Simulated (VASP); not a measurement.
# SrO (Cmmm) in VASP: single point with PBE

Aim: the single point of SrO with PBE.

Everything below comes from runs of VASP 6.6.1. Logs are shortened: lines on timing, memory, paths and dates and some standing lists are left out, and cuts for length are marked.

### Step 1. The cell of the first run

The structure is orthorhombic, space group Cmmm (No. 65). The conventional cell has a = 7.591 Å, b = 9.096 Å, c = 3.789 Å, α = 90.00°, β = 90.00°, γ = 90.00°. Sr (site symmetry mmm) has 2 O at 2.24 Å within 3.0 Å. Sr (site symmetry mmm) has 4 O at 2.45 Å within 3.2 Å. O (site symmetry 2mm) has 3 Sr at 2.24 to 2.45 Å within 3.0 Å.

### Step 2. Single point, PBE

Input file INCAR:

```
SYSTEM = SrO
ALGO = Normal
EDIFF = 1E-6
ENCUT = 520
GGA = PE
ISIF = 2
ISMEAR = 0
LASPH = .True.
LCHARG = .False.
LREAL = .False.
LWAVE = .False.
NBANDS = 24
NELM = 80
PREC = Accurate
SIGMA = 0.1
```

Input file KPOINTS:

```
k-points
0
Gamma
  4 4 4
  0 0 0
```

Input file POSCAR:

```
SrO
1.0
    4.5478429237     -3.7956735747      0.0000000000
    4.5478429237      3.7956735747      0.0000000000
    0.0000000000      0.0000000000      3.7885311700
Sr O
2 2
Direct
    0.0000000000      0.0000000000      0.0000000000
    0.5000000000      0.5000000000      0.5000000000
    0.7050080340      0.2949919660      0.0000000000
    0.2949919660      0.7050080340      0.0000000000
```

Potentials or basis: VASP PAW PBE potentials, release 64 (Sr_sv, O).

Command:

```
$ cat potpaw_PBE.64/Sr_sv/POTCAR potpaw_PBE.64/O/POTCAR > POTCAR
$ mpirun -np 1 vasp_std > vasp.out
```

OUTCAR:

```text
SYSTEM = SrO
   EDIFF = 1E-6
   ENCUT = 520
   GGA = PE
   ISIF = 2
   ISMEAR = 0
   LASPH = .True.
   LREAL = .False.
   NELM = 80
   PREC = Accurate

 ion  position               nearest neighbor table
   1  0.000  0.000  0.000-   3 2.24   4 2.24   2 4.24   2 4.24   2 4.24   2 4.24   2 4.93   2 4.93
                             2 4.93   2 4.93
   2  0.500  0.500  0.500-   3 2.45   4 2.45   3 2.45   4 2.45   1 4.24   1 4.24   1 4.24   1 4.24
                             1 4.93   1 4.93   1 4.93   1 4.93
   3  0.705  0.295  0.000-   1 2.24   2 2.45   2 2.45
   4  0.295  0.705  0.000-   1 2.24   2 2.45   2 2.45

  LATTYP: Found a base centered orthorhombic cell.
 ALAT       =     7.5913471494
 B/A-ratio  =     1.1981649197
 C/A-ratio  =     0.4990591387

  Lattice vectors:

 A1 = (  -4.5478429237,  -3.7956735747,   0.0000000000)
 A2 = (   4.5478429237,  -3.7956735747,   0.0000000000)
 A3 = (   0.0000000000,   0.0000000000,   3.7885311700)

Analysis of symmetry for initial positions (statically):
=====================================================================
 Subroutine PRICEL returns:
 Original cell was already a primitive cell.

 Routine SETGRP: Setting up the symmetry group for a
 base centered orthorhombic supercell.

 Subroutine GETGRP returns: Found  8 space group operations
 (whereof  8 operations were pure point group operations)
 out of a pool of  8 trial point group operations.

The static configuration has the point symmetry D_2h.

Analysis of symmetry for dynamics (positions and initial velocities):
=====================================================================
 Subroutine PRICEL returns:
 Original cell was already a primitive cell.

 Routine SETGRP: Setting up the symmetry group for a
 base centered orthorhombic supercell.

 Subroutine GETGRP returns: Found  8 space group operations
 (whereof  8 operations were pure point group operations)
 out of a pool of  8 trial point group operations.

The dynamic configuration has the point symmetry D_2h.

 Subroutine INISYM returns: Found  8 space group operations
 (whereof  8 operations are pure point group operations),
 and found     1 'primitive' translations

----------------------------------------------------------------------------------------

                                     Primitive cell

  volume of cell :     130.7962

  direct lattice vectors                    reciprocal lattice vectors
     4.547842924 -3.795673575  0.000000000     0.109942232 -0.131728925  0.000000000
     4.547842924  3.795673575  0.000000000     0.109942232  0.131728925  0.000000000
     0.000000000  0.000000000  3.788531170     0.000000000  0.000000000  0.263954539

  length of vectors
     5.923682397  5.923682397  3.788531170     0.171580314  0.171580314  0.263954539

  position of ions in fractional coordinates (direct lattice)
     0.000000000  0.000000000  0.000000000
     0.500000000  0.500000000  0.500000000
     0.705008034  0.294991966  0.000000000
     0.294991966  0.705008034  0.000000000

  ion indices of the primitive-cell ions
   primitive index   ion index
                 1           1
                 2           2
                 3           3
                 4           4

----------------------------------------------------------------------------------------

 KPOINTS: k-points

Automatic generation of k-mesh.
 Grid dimensions read from file:
 generate k-points for:    4    4    4

 Generating k-lattice:

  Cartesian coordinates                     Fractional coordinates (reciprocal lattice)
     0.027485558 -0.032932231  0.000000000     0.250000000  0.000000000  0.000000000
     0.027485558  0.032932231  0.000000000     0.000000000  0.250000000  0.000000000
     0.000000000  0.000000000  0.065988635     0.000000000  0.000000000  0.250000000

  Length of vectors
     0.042895078  0.042895078  0.065988635

  Shift w.r.t. Gamma in fractional coordinates (k-lattice)
     0.000000000  0.000000000  0.000000000

 Subroutine IBZKPT returns following result:
 ===========================================

 Found     21 irreducible k-points:

 Following reciprocal coordinates:
            Coordinates               Weight
  0.000000  0.000000  0.000000      1.000000
  0.250000  0.000000  0.000000      4.000000
  0.500000  0.000000  0.000000      2.000000
  0.250000  0.250000  0.000000      2.000000
  0.500000  0.250000  0.000000      4.000000
 -0.250000  0.250000  0.000000      2.000000
[... 13 lines left out ...]
 -0.250000  0.250000  0.500000      2.000000
  0.500000  0.500000  0.500000      1.000000
   k-points           NKPTS =     21   k-points in BZ     NKDIM =     21   number of bands    NBANDS=     24
   number of dos      NEDOS =    301   number of ions     NIONS =      4
   total plane-waves  NPLWV =  64512
   dimension x,y,z NGX =    48 NGY =   48 NGZ =   28
   dimension x,y,z NGXF=    96 NGYF=   96 NGZF=   56
   ions per type =               2   2
   NGX,Y,Z   is equivalent  to a cutoff of  13.47, 13.47, 12.29 a.u.
   NGXF,Y,Z  is equivalent  to a cutoff of  26.94, 26.94, 24.57 a.u.
 SYSTEM =  SrO
   PREC   = accura    normal or accurate (medium, high low for compatibility)
   ISTART =      0    job   : 0-new  1-cont  2-samecut
   ICHARG =      2    charge: 1-file 2-atom 10-const
   ISPIN  =      1    spin polarized calculation?
   LNONCOLLINEAR =      F non collinear calculations
   LSORBIT =      F    spin-orbit coupling
   LASPH  =      T    aspherical Exc in radial PAW
   ENCUT  =  520.0 eV  38.22 Ry    6.18 a.u.  11.01 11.01  7.04*2*pi/ulx,y,z
   NELM   =     80;   NELMIN=  2; NELMDL= -5     # of ELM steps
   EDIFF  = 0.1E-05   stopping-criterion for ELM
   LREAL  =      F    real-space projection
   EDIFFG = 0.1E-04   stopping-criterion for IOM
   NSW    =      0    number of steps for IOM
   IBRION =     -1    ionic relax: 0-MD 1-quasi-New 2-CG
   NFREE  =      0    steps in history (QN), initial steepest desc. (CG)
   ISIF   =      2    stress and relaxation
   ISYM   =      2    0-nonsym 1-usesym 2-fastsym
   POTIM  = 0.5000    time-step for ionic-motion
   TEBEG  =    0.0;   TEEND  =   0.0 temperature during run
   PSTRESS=    0.0 pullay stress
   NELECT =      32.0000    total number of electrons
   NUPDOWN=      -1.0000    fix difference up-down
   EMIN   =  10.00;   EMAX   =-10.00  energy-range for DOS
   EFERMI =   0.00;   METHOD = LEGACY
   ISMEAR =     0;   SIGMA  =   0.10  broadening in eV -4-tet -1-fermi 0-gaus
   EFERMI_NEDOS =   21; number of points for ismear=-14 and -15
   IALGO  =     38    algorithm
   IMIX   =      4    mixing-type and parameters
     AMIX     =   0.40;   BMIX     =  1.00
     AMIX_MAG =   1.60;   BMIX_MAG =  1.00
  volume/ion in A,a.u.               =      32.70       220.66
  Fermi-wavevector in a.u.,A,eV,Ry     =   1.023905  1.934900 14.264102  1.048382
  Thomas-Fermi vector in A             =   2.157664
   LORBIT       =      0    0 simple, 1 ext, 2 COOP (PROOUT), +10 PAW based schemes
   GGA     = PE    functional components
   LHFCALC =     F    Hartree Fock is set to
   AEXX    =    0.0000 exact exchange contribution
   IVDW    =     0    specifies the selected vdW correction
   LEPSILON=     F    determine dielectric tensor
   LRPA    =     F    only Hartree local field effects (RPA)
 non-spin polarized calculation
 Gauss-broadening in eV      SIGMA  =   0.10
  energy-cutoff  :      520.00
  volume of cell :      130.80
 maximum number of plane-waves:      3542
 NGX is ok and might be reduce to    48
   NGX = 23   NGY = 23   NGZ = 15

 number of electron      31.9999997 magnetization

 Free energy of the ion-electron system (eV)
  ---------------------------------------------------
  ext. energy  EPLUGINS =         0.00000000
  ---------------------------------------------------
  free energy    TOTEN  =       -20.49375131 eV

  energy without entropy =      -20.48089657  energy(sigma->0) =      -20.48732394

 E-fermi :   0.1532     XC(G=0):  -6.8605

 val. band max:        0.1492502796   @ k =   0.2500   0.0000   0.0000
 cond. band min:       0.2326629641   @ k =  -0.2500   0.2500   0.0000
 fundamental gap:      0.0834126845
 Fermi energy:         0.1532337937

 k-point     1 :       0.0000    0.0000    0.0000
  band No.  band energies     occupation
      1     -34.7518      2.00000
      2     -33.1748      2.00000
      3     -17.6049      2.00000
      4     -17.0188      2.00000
      5     -16.9594      2.00000
      6     -15.5932      2.00000
[... 16 lines left out ...]
     23       6.4015      0.00000
     24       6.5169      0.00000

 k-point     2 :       0.2500    0.0000    0.0000
  band No.  band energies     occupation
      1     -34.7517      2.00000
      2     -33.1748      2.00000
      3     -17.5400      2.00000
      4     -17.0195      2.00000
      5     -16.9592      2.00000
      6     -16.1195      2.00000
[... 16 lines left out ...]
     23       6.3880      0.00000
     24       6.7228      0.00000

 k-point     3 :       0.5000    0.0000    0.0000
  band No.  band energies     occupation
      1     -34.7517      2.00000
      2     -33.1749      2.00000
      3     -17.4588      2.00000
      4     -17.0202      2.00000
      5     -16.9590      2.00000
      6     -16.3937      2.00000
[... 16 lines left out ...]
     23       6.3666      0.00000
     24       7.1509      0.00000
[... 433 lines left out ...]
 k-point    20 :      -0.2500    0.2500    0.5000
  band No.  band energies     occupation
      1     -34.7274      2.00000
      2     -33.1436      2.00000
      3     -17.6402      2.00000
      4     -17.2985      2.00000
      5     -16.9824      2.00000
      6     -15.7838      2.00000
[... 16 lines left out ...]
     23       5.9466      0.00000
     24       6.1173      0.00000

 k-point    21 :       0.5000    0.5000    0.5000
  band No.  band energies     occupation
      1     -34.7273      2.00000
      2     -33.1436      2.00000
      3     -17.4156      2.00000
      4     -17.2967      2.00000
      5     -16.9836      2.00000
      6     -16.6580      2.00000
[... 16 lines left out ...]
     23       6.1423      0.00000
     24       6.3422      0.00000

------------------------ aborting loop because EDIFF is reached ----------------------------------------

  FORCE on cell =-STRESS in cart. coord.  units (eV):
  Direction    XX          YY          ZZ          XY          YZ          ZX
  --------------------------------------------------------------------------------------
  -------------------------------------------------------------------------------------
  Total       -0.0567088      0.6556151      0.0446024      0.0000000      0.0000000      0.0000000
  in kB       -0.6946491      8.0309026      0.5463533      0.0000000      0.0000000      0.0000000
  external PRESSURE =       2.6275356 kB  Pullay stress =       0.0000000 kB

 VOLUME and BASIS-vectors are now :
 -----------------------------------------------------------------------------
  energy-cutoff  :      520.00
  volume of cell :      130.80
      direct lattice vectors                 reciprocal lattice vectors
     4.547842924 -3.795673575  0.000000000     0.109942232 -0.131728925  0.000000000
     4.547842924  3.795673575  0.000000000     0.109942232  0.131728925  0.000000000
     0.000000000  0.000000000  3.788531170     0.000000000  0.000000000  0.263954539

 POSITION                                       TOTAL-FORCE (eV/Angst)
 -----------------------------------------------------------------------------------
      0.00000      0.00000      0.00000         0.000000     -0.000000     -0.000000
      4.54784      0.00000      1.89427         0.000000     -0.000000     -0.000000
      4.54784     -1.55629      0.00000         0.000000      0.080501      0.000000
      4.54784      1.55629      0.00000         0.000000     -0.080501     -0.000000
 -----------------------------------------------------------------------------------
    total drift:                                0.000000      0.000000     -0.000000

  FREE ENERGIE OF THE ION-ELECTRON SYSTEM (eV)
  ---------------------------------------------------
  free  energy   TOTEN  =       -20.4937513119 eV

  energy  without entropy=      -20.4808965661  energy(sigma->0) =      -20.48732394
```

Run time: 33 s. Hardware: 1 thread of Intel Xeon 6975P-C (Granite Rapids), shared host; peak memory 0.26 GiB.

Results:

| Quantity | Value |
| --- | --- |
| Free energy | -20.4938 eV |
| Pressure | 0.3 GPa |
| Largest force | 0.081 eV/Å |
| Band gap on the k mesh | zero (filled and empty bands touch) |

Forces in eV/Å, atoms in the order of the input:
```
Sr   0.000  0.000  0.000
Sr   0.000  0.000  0.000
O    0.000  0.081  0.000
O    0.000 -0.081  0.000
```

Stress tensor (GPa, compression positive):
```
-0.07  0.00  0.00
 0.00  0.80  0.00
 0.00  0.00  0.05
```

Levels at points of the mesh, in eV from the Fermi level:
```tsv
k point	band 12	band 13	band 14	band 15	band 16	band 17	band 18	band 19	band 20	band 21
(0.00, 0.00, 0.00)	-1.67	-1.61	-0.93	-0.52	-0.42	-0.01	2.10	3.71	4.53	5.44
(0.50, 0.00, 0.00)	-1.44	-1.37	-1.32	-1.21	-0.76	0.36	1.85	2.83	4.90	5.04
(0.50, 0.50, 0.00)	-1.63	-1.47	-1.21	-0.50	-0.01	0.44	2.62	2.80	3.74	5.22
(0.00, 0.00, 0.50)	-1.54	-1.32	-1.24	-1.13	-0.36	2.52	2.57	2.79	4.37	4.70
(0.50, 0.00, 0.50)	-1.62	-1.53	-0.98	-0.81	-0.36	1.86	3.33	3.48	4.34	5.26
(0.50, 0.50, 0.50)	-1.55	-1.46	-1.41	-0.94	-0.36	1.80	3.66	3.87	4.39	4.93
```

Caveat: the k points lie up to 0.41 Å⁻¹ apart.
